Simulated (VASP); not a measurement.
# Cd2HgSe3 in VASP: further runs, part 2 of 2

VASP 6.6.1. The steps go on from the part before.

### Step 4. Single point, PBE

This run uses another cell than the first one: it holds 12 atoms, not 6.

The input, INCAR:

```
SYSTEM = Cd2HgSe3
  PREC = Accurate
  ENCUT = 520
  EDIFF = 1E-6
  ISMEAR = 0
  SIGMA = 0.1
  LREAL = .False.
  LASPH = .True.
  NELM = 100
  ALGO = Normal
  ISIF = 2
  LWAVE = .False.
  LCHARG = .True.
  GGA = PE
  LELF = .True.
  LVHAR = .True.
  NBANDS = 66
```

The input, KPOINTS:

```
Automatic mesh
0
Gamma
  4 2 2
  0 0 0
```

The input, POSCAR:

```
Cd2HgSe3
1.0
   -3.8188059992      2.1536143688      0.0070675462
   -3.7990012579     -6.4265981974      0.0026433315
   -1.0255295703      0.0071760256      9.9992728925
Cd Hg Se
4 2 6
Direct
    0.5906716504      0.9988054508      0.3359125541
    0.0907460181      0.4989453390      0.3357864573
    0.7074793421      0.7046869937      0.6638033605
    0.2083191220      0.2048831809      0.6636374129
    0.1543389982      0.8435460294     -0.0002757931
    0.6551224443      0.3432601668     -0.0003268650
    0.5279697586      0.9838541726      0.8211009185
    0.0282195011      0.4838665930      0.8209857149
    0.2581622247      0.7425011153      0.5003661882
    0.7587686760      0.2424553474      0.5002698231
    0.7598460229      0.7265696560      0.1793885080
    0.2603562416      0.2266259552      0.1793517206
```

Potentials or basis: VASP PAW PBE potentials, release 64 (Cd, Hg, Se).

Command:

```bash
> cat potpaw_PBE.64/Cd/POTCAR potpaw_PBE.64/Hg/POTCAR potpaw_PBE.64/Se/POTCAR > POTCAR
> mpirun -np 1 vasp_std > vasp.out
```

OUTCAR:

```text
SYSTEM = Cd2HgSe3
   PREC = Accurate
   ENCUT = 520
   EDIFF = 1E-6
   ISMEAR = 0
   LREAL = .False.
   LASPH = .True.
   NELM = 100
   ISIF = 2
   GGA = PE

 ion  position               nearest neighbor table
   1  0.591  0.999  0.336-  10 2.68  11 2.69  12 2.74   9 2.81
   2  0.091  0.499  0.336-   9 2.68  12 2.69  11 2.74  10 2.80
   3  0.707  0.705  0.664-   9 2.68   8 2.69   7 2.74   9 2.80
   4  0.208  0.205  0.664-  10 2.68   7 2.69   8 2.74  10 2.80
   5  0.154  0.844  1.000-   7 2.52  11 2.52
   6  0.655  0.343  1.000-   8 2.52  12 2.52
   7  0.528  0.984  0.821-   5 2.52   4 2.69   3 2.74
   8  0.028  0.484  0.821-   6 2.52   3 2.69   4 2.74
   9  0.258  0.743  0.500-   2 2.68   3 2.68   3 2.80   1 2.81
  10  0.759  0.242  0.500-   1 2.68   4 2.68   4 2.80   2 2.80
  11  0.760  0.727  0.179-   5 2.52   1 2.69   2 2.74
  12  0.260  0.227  0.179-   6 2.52   2 2.69   1 2.74

  LATTYP: Found a triclinic cell.
 ALAT       =    11.3253455229
 B/A-ratio  =     1.0778744904
 C/A-ratio  =     1.8473185002
 COS(alpha) =     0.0004569343
 COS(beta)  =     0.6776906964
 COS(gamma) =     0.7269056489

  Lattice vectors:

 A1 = (   4.8443355695,  -2.1607903944, -10.0063404387)
 A2 = (  -2.7734716876,  -6.4337742230,  -9.9966295610)
 A3 = (  16.2611440845,   8.5387916316, -10.0186946479)

Analysis of symmetry for initial positions (statically):
=====================================================================
 Subroutine PRICEL returns:
 Original cell was already a primitive cell.

 Routine SETGRP: Setting up the symmetry group for a
 triclinic supercell.

 Subroutine GETGRP returns: Found  1 space group operations
 (whereof  1 operations were pure point group operations)
 out of a pool of  2 trial point group operations.

The static configuration has the point symmetry C_1 .

Analysis of symmetry for dynamics (positions and initial velocities):
[... 148 lines left out ...]
   LRPA    =     F    only Hartree local field effects (RPA)
 non-spin polarized calculation
 Gauss-broadening in eV      SIGMA  =   0.10
  energy-cutoff  :      520.00
  volume of cell :      327.16
 maximum number of plane-waves:      8848
 NGX is ok and might be reduce to    36

 number of electron     108.0000004 magnetization

 Free energy of the ion-electron system (eV)
  ---------------------------------------------------
  ext. energy  EPLUGINS =         0.00000000
  ---------------------------------------------------
  free energy    TOTEN  =       -29.20546696 eV

  energy without entropy =      -29.20546686  energy(sigma->0) =      -29.20546691

 E-fermi :   1.6321     XC(G=0):  -9.2753

 val. band max:        1.2981745339   @ k =  -0.0000   0.0000   0.5000
 cond. band min:       1.9660160171   @ k =   0.0000   0.0000   0.0000
 fundamental gap:      0.6678414832
 Fermi energy:         1.6321025296

 k-point     1 :       0.0000    0.0000    0.0000
  band No.  band energies     occupation
      1     -11.4448      2.00000
      2     -11.0264      2.00000
      3     -10.8665      2.00000
      4     -10.7654      2.00000
      5     -10.7197      2.00000
      6     -10.5405      2.00000
[... 817 lines left out ...]
     65       6.7897      0.00000
     66       7.0136      0.00000

------------------------ aborting loop because EDIFF is reached ----------------------------------------

  FORCE on cell =-STRESS in cart. coord.  units (eV):
  Direction    XX          YY          ZZ          XY          YZ          ZX
  --------------------------------------------------------------------------------------
  -------------------------------------------------------------------------------------
  Total        0.7064625      0.5348915      0.7599673      0.0043043     -0.0300061      0.2147531
  in kB        3.4597210      2.6194954      3.7217471      0.0210792     -0.1469475      1.0516986
  external PRESSURE =       3.2669879 kB  Pullay stress =       0.0000000 kB

 VOLUME and BASIS-vectors are now :
 -----------------------------------------------------------------------------
  energy-cutoff  :      520.00
  volume of cell :      327.16
      direct lattice vectors                 reciprocal lattice vectors
    -3.818805999  2.153614369  0.007067546    -0.196422421  0.116104280 -0.020228488
    -3.799001258 -6.426598197  0.002643331    -0.065822853 -0.116695723 -0.006667072
    -1.025529570  0.007176026  9.999272893     0.000156233 -0.000051214  0.100023332

 POSITION                                       TOTAL-FORCE (eV/Angst)
 -----------------------------------------------------------------------------------
     -6.39461     -5.14443      3.36570         0.002814      0.002376      0.011430
     -2.58639     -3.00868      3.35958         0.002847      0.003576      0.011096
     -6.05958     -3.00034      6.64441         0.001349      0.010024     -0.007445
     -2.25446     -0.86330      6.63791         0.002962      0.009091     -0.007029
     -4.81927     -5.08157      9.99984         0.002334      0.009297      0.002511
     -4.83103     -0.78794     10.00154         0.002927      0.007869      0.004019
     -6.59594     -5.17990      8.21674        -0.058240     -0.002636     -0.021330
     -2.78792     -3.04295      8.21074        -0.058273     -0.004045     -0.021893
     -4.31977     -4.21218      5.00709        -0.005519     -0.017040      0.001470
     -4.33172      0.07952      5.00834        -0.003988     -0.017158      0.002199
     -5.84591     -3.03167      1.80105         0.054793     -0.000602      0.011975
     -2.03913     -0.89444      1.79583         0.055995     -0.000752      0.012997
 -----------------------------------------------------------------------------------
    total drift:                               -0.000244     -0.001200      0.000245

  FREE ENERGIE OF THE ION-ELECTRON SYSTEM (eV)
  ---------------------------------------------------
  free  energy   TOTEN  =       -29.2054669602 eV

  energy  without entropy=      -29.2054668588  energy(sigma->0) =      -29.20546691
```

OSZICAR:

```text
N       E                     dE             d eps       ncg     rms          rms(c)
DAV:   1     0.774389636296E+03    0.77439E+03   -0.50668E+04  1584   0.148E+03
DAV:   2     0.233866456503E+02   -0.75100E+03   -0.72295E+03  1724   0.357E+02
DAV:   3    -0.308613135201E+02   -0.54248E+02   -0.53646E+02  1814   0.916E+01
DAV:   4    -0.317182932887E+02   -0.85698E+00   -0.85444E+00  1776   0.102E+01
DAV:   5    -0.317273508296E+02   -0.90575E-02   -0.90525E-02  1824   0.965E-01    0.141E+01
DAV:   6    -0.292822795982E+02    0.24451E+01   -0.53079E+00  1990   0.143E+01    0.112E+01
DAV:   7    -0.292220647209E+02    0.60215E-01   -0.21129E+00  1728   0.455E+00    0.490E+00
DAV:   8    -0.292094819911E+02    0.12583E-01   -0.24751E-01  1694   0.303E+00    0.701E-01
DAV:   9    -0.292052972005E+02    0.41848E-02   -0.41257E-02  1752   0.141E+00    0.214E-01
DAV:  10    -0.292053255142E+02   -0.28314E-04   -0.26742E-03  1718   0.292E-01    0.135E-01
DAV:  11    -0.292054846308E+02   -0.15912E-03   -0.10779E-03  1856   0.146E-01    0.475E-02
DAV:  12    -0.292054714014E+02    0.13229E-04   -0.15415E-04  1712   0.552E-02    0.358E-02
DAV:  13    -0.292054704648E+02    0.93661E-06   -0.12746E-05  1544   0.105E-02    0.212E-02
DAV:  14    -0.292054667485E+02    0.37164E-05   -0.12071E-05  1752   0.196E-02    0.403E-03
DAV:  15    -0.292054669602E+02   -0.21171E-06   -0.19858E-06  1200   0.508E-03
   1 F= -.29205467E+02 E0= -.29205467E+02  d E =-.101392E-06
```

Wall time 5.1 min (1 thread of Intel Xeon 6975P-C, shared host); peak memory 0.53 GiB.

What came out:

| Quantity | Value |
| --- | --- |
| Free energy | -29.2055 eV |
| Pressure | 0.3 GPa |
| Largest force | 0.062 eV/Å |
| Band gap on the k mesh | 0.67 eV |

Forces in eV/Å, atoms in the order of the input:
```
Cd   0.003  0.002  0.011
Cd   0.003  0.004  0.011
Cd   0.001  0.010 -0.007
Cd   0.003  0.009 -0.007
Hg   0.002  0.009  0.003
Hg   0.003  0.008  0.004
Se  -0.058 -0.003 -0.021
Se  -0.058 -0.004 -0.022
Se  -0.006 -0.017  0.001
Se  -0.004 -0.017  0.002
Se   0.055 -0.001  0.012
Se   0.056 -0.001  0.013
```

Stress tensor (GPa, compression positive):
```
 0.35  0.00  0.11
 0.00  0.26 -0.01
 0.11 -0.01  0.37
```

Caveat: the k points lie up to 0.42 Å⁻¹ apart; spin-orbit coupling is left out, which moves the levels of the heavy elements.

### Step 5. Summary

```csv
cell,k mesh,gap on the mesh (eV),pressure (GPa),largest force (eV/Å)
"a = 4.369, b = 4.369, c = 10.049 Å, angles 95.0, 95.0, 58.8°, 6 atoms",6 × 6 × 2,0.66,0.3,0.05
"a = 4.369, b = 7.474, c = 10.049 Å, angles 87.1, 85.0, 88.8°, 12 atoms",4 × 2 × 2,0.66,0.3,0.05
"a = 4.384, b = 7.465, c = 10.052 Å, angles 87.0, 84.8, 88.8°, 12 atoms",4 × 2 × 2,0.67,0.3,0.06
```

Alike in all rows: task single point; level PBE; potentials or basis VASP PAW PBE potentials, release 64 (Cd, Hg, Se); no spin polarisation; cutoff (eV) 520; smearing gaussian 0.1 eV.

Caveats: some runs use coarse meshes; spin-orbit coupling is left out, which moves the levels of the heavy elements.

Total energies depend on the potentials used, so only differences within one code and one set of settings carry meaning.
